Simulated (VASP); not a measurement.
# Cd (P6_3/mmc) in VASP: single point with PBE

Aim: the single point of Cd with PBE.

Everything below comes from runs of VASP 6.6.1. Logs are shortened: lines on timing, memory, paths and dates and some standing lists are left out, and cuts for length are marked.

### Step 1. The cell of the first run

It takes space group P6_3/mmc (No. 194, hexagonal). Conventional cell: a = 3.321 Å, b = 3.321 Å, c = 5.471 Å, α = 90.00°, β = 90.00°, γ = 120.00°. Cd (site symmetry -6m2) has 12 Cd at 3.32 to 3.34 Å within 4.4 Å.

### Step 2. Single point, PBE (Mg replaced by Cd, lengths x 1.013, strained)

The input, INCAR:

```
  ALGO = Fast
  EDIFF = 1E-6
  ENCUT = 520
  GGA = PE
  ISIF = 2
  ISMEAR = 0
  LASPH = T
  LCHARG = T
  LELF = T
  LREAL = F
  LVHAR = T
  LWAVE = F
  NBANDS = 19
  NELM = 80
  PREC = Accurate
  SIGMA = 0.1
```

The input, KPOINTS:

```
k-points
0
Gamma
  6 6 4
```

The input, POSCAR:

```
Cd
1.0
    3.3212262188      0.0000000000      0.0000000000
   -1.6606131094      2.8762662772      0.0000000000
    0.0000000000      0.0000000000      5.4712438154
Cd
2
Direct
    0.3333333333      0.6666666667      0.2500000000
    0.6666666667      0.3333333333      0.7500000000
```

Potentials or basis: VASP PAW PBE potentials, release 64 (Cd).

Run with:

```
> cat potpaw_PBE.64/Cd/POTCAR > POTCAR
> mpirun -np 1 vasp_std > vasp.out
```

OUTCAR:

```text
EDIFF = 1E-6
   ENCUT = 520
   GGA = PE
   ISIF = 2
   ISMEAR = 0
   LASPH = T
   LREAL = F
   NELM = 80
   PREC = Accurate

 ion  position               nearest neighbor table
   1  0.333  0.667  0.250-   2 3.34   2 3.34   2 3.34   2 3.34   2 3.34   2 3.34
   2  0.667  0.333  0.750-   1 3.34   1 3.34   1 3.34   1 3.34   1 3.34   1 3.34

  LATTYP: Found a hexagonal cell.
 ALAT       =     3.3212262188
 C/A-ratio  =     1.6473565650

  Lattice vectors:

 A1 = (   3.3212262188,   0.0000000000,   0.0000000000)
 A2 = (  -1.6606131094,   2.8762662772,   0.0000000000)
 A3 = (   0.0000000000,   0.0000000000,   5.4712438154)

Analysis of symmetry for initial positions (statically):
=====================================================================
 Subroutine PRICEL returns:
 Original cell was already a primitive cell.

 Routine SETGRP: Setting up the symmetry group for a
 hexagonal supercell.

 Subroutine GETGRP returns: Found 24 space group operations
 (whereof 12 operations were pure point group operations)
 out of a pool of 24 trial point group operations.

The static configuration has the point symmetry D_3d.
 The point group associated with its full space group is D_6h.

Analysis of symmetry for dynamics (positions and initial velocities):
=====================================================================
 Subroutine PRICEL returns:
 Original cell was already a primitive cell.

 Routine SETGRP: Setting up the symmetry group for a
 hexagonal supercell.

 Subroutine GETGRP returns: Found 24 space group operations
 (whereof 12 operations were pure point group operations)
 out of a pool of 24 trial point group operations.

The dynamic configuration has the point symmetry D_3d.
 The point group associated with its full space group is D_6h.

 Subroutine INISYM returns: Found 24 space group operations
 (whereof 12 operations are pure point group operations),
 and found     1 'primitive' translations

----------------------------------------------------------------------------------------

                                     Primitive cell

  volume of cell :      52.2653

  direct lattice vectors                    reciprocal lattice vectors
     3.321226219  0.000000000  0.000000000     0.301093612  0.173836478  0.000000000
    -1.660613109  2.876266277  0.000000000     0.000000000  0.347672956  0.000000000
     0.000000000  0.000000000  5.471243815     0.000000000  0.000000000  0.182773796

  length of vectors
     3.321226219  3.321226219  5.471243815     0.347672956  0.347672956  0.182773796

  position of ions in fractional coordinates (direct lattice)
     0.333333333  0.666666667  0.250000000
     0.666666667  0.333333333  0.750000000

  ion indices of the primitive-cell ions
   primitive index   ion index
                 1           1
                 2           2

----------------------------------------------------------------------------------------

 KPOINTS: k-points

Automatic generation of k-mesh.
 Grid dimensions read from file:
 generate k-points for:    6    6    4

 Generating k-lattice:

  Cartesian coordinates                     Fractional coordinates (reciprocal lattice)
     0.050182269  0.028972746  0.000000000     0.166666667  0.000000000  0.000000000
     0.000000000  0.057945493  0.000000000     0.000000000  0.166666667  0.000000000
     0.000000000  0.000000000  0.045693449     0.000000000  0.000000000  0.250000000

  Length of vectors
     0.057945493  0.057945493  0.045693449

  Shift w.r.t. Gamma in fractional coordinates (k-lattice)
     0.000000000  0.000000000  0.000000000

 Subroutine IBZKPT returns following result:
 ===========================================

 Found     21 irreducible k-points:

 Following reciprocal coordinates:
            Coordinates               Weight
  0.000000  0.000000  0.000000      1.000000
  0.166667 -0.000000  0.000000      6.000000
  0.333333  0.000000  0.000000      6.000000
  0.500000 -0.000000  0.000000      3.000000
  0.166667  0.166667  0.000000      6.000000
  0.333333  0.166667  0.000000     12.000000
[... 13 lines left out ...]
  0.333333  0.166667  0.500000     12.000000
  0.333333  0.333333  0.500000      2.000000
   k-points           NKPTS =     21   k-points in BZ     NKDIM =     21   number of bands    NBANDS=     19
   number of dos      NEDOS =    301   number of ions     NIONS =      2
   total plane-waves  NPLWV =  32928
   dimension x,y,z NGX =    28 NGY =   28 NGZ =   42
   dimension x,y,z NGXF=    56 NGYF=   56 NGZF=   84
   ions per type =               2
   NGX,Y,Z   is equivalent  to a cutoff of  14.02, 14.02, 12.76 a.u.
   NGXF,Y,Z  is equivalent  to a cutoff of  28.03, 28.03, 25.52 a.u.
 SYSTEM =  unknown system
   PREC   = accura    normal or accurate (medium, high low for compatibility)
   ISTART =      0    job   : 0-new  1-cont  2-samecut
   ICHARG =      2    charge: 1-file 2-atom 10-const
   ISPIN  =      1    spin polarized calculation?
   LNONCOLLINEAR =      F non collinear calculations
   LSORBIT =      F    spin-orbit coupling
   LASPH  =      T    aspherical Exc in radial PAW
   ENCUT  =  520.0 eV  38.22 Ry    6.18 a.u.   6.18  6.18 10.17*2*pi/ulx,y,z
   NELM   =     80;   NELMIN=  2; NELMDL= -5     # of ELM steps
   EDIFF  = 0.1E-05   stopping-criterion for ELM
   LREAL  =      F    real-space projection
   EDIFFG = 0.1E-04   stopping-criterion for IOM
   NSW    =      0    number of steps for IOM
   IBRION =     -1    ionic relax: 0-MD 1-quasi-New 2-CG
   NFREE  =      0    steps in history (QN), initial steepest desc. (CG)
   ISIF   =      2    stress and relaxation
   ISYM   =      2    0-nonsym 1-usesym 2-fastsym
   POTIM  = 0.5000    time-step for ionic-motion
   TEBEG  =    0.0;   TEEND  =   0.0 temperature during run
   PSTRESS=    0.0 pullay stress
   NELECT =      24.0000    total number of electrons
   NUPDOWN=      -1.0000    fix difference up-down
   EMIN   =  10.00;   EMAX   =-10.00  energy-range for DOS
   EFERMI =   0.00;   METHOD = LEGACY
   ISMEAR =     0;   SIGMA  =   0.10  broadening in eV -4-tet -1-fermi 0-gaus
   EFERMI_NEDOS =   21; number of points for ismear=-14 and -15
   IALGO  =     68    algorithm
   IMIX   =      4    mixing-type and parameters
     AMIX     =   0.40;   BMIX     =  1.00
     AMIX_MAG =   1.60;   BMIX_MAG =  1.00
  volume/ion in A,a.u.               =      26.13       176.35
  Fermi-wavevector in a.u.,A,eV,Ry     =   1.263012  2.386746 21.703994  1.595199
  Thomas-Fermi vector in A             =   2.396390
   LORBIT       =      0    0 simple, 1 ext, 2 COOP (PROOUT), +10 PAW based schemes
   GGA     = PE    functional components
   LHFCALC =     F    Hartree Fock is set to
   AEXX    =    0.0000 exact exchange contribution
   IVDW    =     0    specifies the selected vdW correction
   LEPSILON=     F    determine dielectric tensor
   LRPA    =     F    only Hartree local field effects (RPA)
 non-spin polarized calculation
 RMM-DIIS sequential band-by-band and
 Gauss-broadening in eV      SIGMA  =   0.10
  energy-cutoff  :      520.00
  volume of cell :       52.27
 maximum number of plane-waves:      1420
 NGX is ok and might be reduce to    28
   NGX = 13   NGY = 13   NGZ = 21

 number of electron      24.0000007 magnetization

 Free energy of the ion-electron system (eV)
  ---------------------------------------------------
  ext. energy  EPLUGINS =         0.00000000
  ---------------------------------------------------
  free energy    TOTEN  =        -1.31148350 eV

  energy without entropy =       -1.30500115  energy(sigma->0) =       -1.30824233

 E-fermi :   1.7085     XC(G=0): -10.0620

 val. band max:        1.6846871707   @ k =   0.3333   0.1667   0.0000
 cond. band min:       1.7718651189   @ k =   0.3333   0.3333   0.0000
 fundamental gap:      0.0871779483
 Fermi energy:         1.7085263269

 k-point     1 :       0.0000    0.0000    0.0000
  band No.  band energies     occupation
      1      -7.3509      2.00000
      2      -7.0806      2.00000
      3      -7.0283      2.00000
      4      -7.0283      2.00000
      5      -6.9702      2.00000
      6      -6.9702      2.00000
[... 11 lines left out ...]
     18      14.4748      0.00000
     19      14.6028      0.00000

 k-point     2 :       0.1667   -0.0000    0.0000
  band No.  band energies     occupation
      1      -7.2819      2.00000
      2      -7.1093      2.00000
      3      -7.0150      2.00000
      4      -6.9508      2.00000
      5      -6.9286      2.00000
      6      -6.9117      2.00000
[... 11 lines left out ...]
     18      13.7133      0.00000
     19      15.2376      0.00000

 k-point     3 :       0.3333    0.0000    0.0000
  band No.  band energies     occupation
      1      -7.3936      2.00000
      2      -7.1876      2.00000
      3      -7.1694      2.00000
      4      -7.0052      2.00000
      5      -6.9182      2.00000
      6      -6.8349      2.00000
[... 11 lines left out ...]
     18      11.8489      0.00000
     19      13.4253      0.00000

 k-point     4 :       0.5000   -0.0000    0.0000
  band No.  band energies     occupation
      1      -7.4704      2.00000
      2      -7.3092      2.00000
      3      -7.2366      2.00000
      4      -7.0474      2.00000
      5      -6.8890      2.00000
      6      -6.8422      2.00000
[... 11 lines left out ...]
     18      11.5546      0.00000
     19      12.6565      0.00000

 k-point     5 :       0.1667    0.1667    0.0000
  band No.  band energies     occupation
      1      -7.2068      2.00000
      2      -7.1928      2.00000
      3      -7.1044      2.00000
      4      -7.0110      2.00000
      5      -6.9454      2.00000
      6      -6.8562      2.00000
[... 11 lines left out ...]
     18      11.4519      0.00000
     19      12.4658      0.00000

 k-point     6 :       0.3333    0.1667    0.0000
  band No.  band energies     occupation
      1      -7.3124      2.00000
      2      -7.2868      2.00000
      3      -7.1235      2.00000
      4      -7.0426      2.00000
      5      -6.8879      2.00000
      6      -6.8654      2.00000
[... 11 lines left out ...]
     18       9.9580      0.00000
     19      11.1763      0.00000

 k-point     7 :       0.3333    0.3333    0.0000
  band No.  band energies     occupation
      1      -7.3286      2.00000
      2      -7.0710      2.00000
      3      -7.0710      2.00000
      4      -6.9835      2.00000
      5      -6.9835      2.00000
      6      -6.9428      2.00000
[... 11 lines left out ...]
     18       6.5572      0.00000
     19       9.1051      0.00000

 k-point     8 :       0.0000    0.0000    0.2500
  band No.  band energies     occupation
      1      -7.3043      2.00000
      2      -7.1045      2.00000
      3      -7.0544      2.00000
      4      -7.0544      2.00000
      5      -7.0001      2.00000
      6      -7.0001      2.00000
[... 190 lines left out ...]
 k-point    17 :       0.3333    0.0000    0.5000
  band No.  band energies     occupation
      1      -7.2843      2.00000
      2      -7.2843      2.00000
      3      -7.1807      2.00000
      4      -7.1807      2.00000
      5      -6.8014      2.00000
      6      -6.8014      2.00000
[... 11 lines left out ...]
     18      10.3038      0.00000
     19      12.5738      0.00000

 k-point    18 :       0.5000   -0.0000    0.5000
  band No.  band energies     occupation
      1      -7.3381      2.00000
      2      -7.3381      2.00000
      3      -7.2828      2.00000
      4      -7.2828      2.00000
      5      -6.7921      2.00000
      6      -6.7921      2.00000
[... 11 lines left out ...]
     18      10.2745      0.00000
     19      12.3046      0.00000

 k-point    19 :       0.1667    0.1667    0.5000
  band No.  band energies     occupation
      1      -7.2134      2.00000
      2      -7.2134      2.00000
      3      -7.0555      2.00000
      4      -7.0555      2.00000
      5      -6.8860      2.00000
      6      -6.8860      2.00000
[... 11 lines left out ...]
     18       8.8818      0.00000
     19      16.0568      0.00000

 k-point    20 :       0.3333    0.1667    0.5000
  band No.  band energies     occupation
      1      -7.2665      2.00000
      2      -7.2665      2.00000
      3      -7.1499      2.00000
      4      -7.1499      2.00000
      5      -6.8561      2.00000
      6      -6.8561      2.00000
[... 11 lines left out ...]
     18      10.3502      0.00000
     19      14.5496      0.00000

 k-point    21 :       0.3333    0.3333    0.5000
  band No.  band energies     occupation
      1      -7.2211      2.00000
      2      -7.2211      2.00000
      3      -7.0185      2.00000
      4      -7.0185      2.00000
      5      -6.8734      2.00000
      6      -6.8734      2.00000
[... 11 lines left out ...]
     18      11.5961      0.00000
     19      13.9438      0.00000

------------------------ aborting loop because EDIFF is reached ----------------------------------------

  FORCE on cell =-STRESS in cart. coord.  units (eV):
  Direction    XX          YY          ZZ          XY          YZ          ZX
  --------------------------------------------------------------------------------------
  -------------------------------------------------------------------------------------
  Total       -1.3981609     -1.3981609     -0.2440924      0.0000000      0.0000000      0.0000000
  in kB      -42.8601915    -42.8601915     -7.4825782      0.0000000      0.0000000      0.0000000
  external PRESSURE =     -31.0676537 kB  Pullay stress =       0.0000000 kB

 VOLUME and BASIS-vectors are now :
 -----------------------------------------------------------------------------
  energy-cutoff  :      520.00
  volume of cell :       52.27
      direct lattice vectors                 reciprocal lattice vectors
     3.321226219  0.000000000  0.000000000     0.301093612  0.173836478  0.000000000
    -1.660613109  2.876266277  0.000000000     0.000000000  0.347672956  0.000000000
     0.000000000  0.000000000  5.471243815     0.000000000  0.000000000  0.182773796

 POSITION                                       TOTAL-FORCE (eV/Angst)
 -----------------------------------------------------------------------------------
     -0.00000      1.91751      1.36781         0.000000      0.000000      0.000000
      1.66061      0.95876      4.10343        -0.000000      0.000000     -0.000000
 -----------------------------------------------------------------------------------
    total drift:                               -0.000000      0.000000      0.000000

  FREE ENERGIE OF THE ION-ELECTRON SYSTEM (eV)
  ---------------------------------------------------
  free  energy   TOTEN  =        -1.3114835015 eV

  energy  without entropy=       -1.3050011508  energy(sigma->0) =       -1.30824233
```

Run time: 9.6 s. Hardware: 1 thread of Intel Xeon 6975P-C (Granite Rapids), shared host; peak memory 0.17 GiB.

Results:

| Item | Value |
| --- | --- |
| Free energy | -1.3115 eV |
| Pressure | -3.1 GPa |
| Band gap on the k mesh | zero (band 12 reaches 2.09 eV, above the bottom of band 13 at 0.01 eV) |

Stress tensor (GPa, compression positive):
```
-4.29  0.00  0.00
 0.00 -4.29  0.00
 0.00  0.00 -0.75
```

Caveat: the k points lie up to 0.36 Å⁻¹ apart; the cell differs from its parent crystal (Mg replaced by Cd, lengths x 1.013, strained).
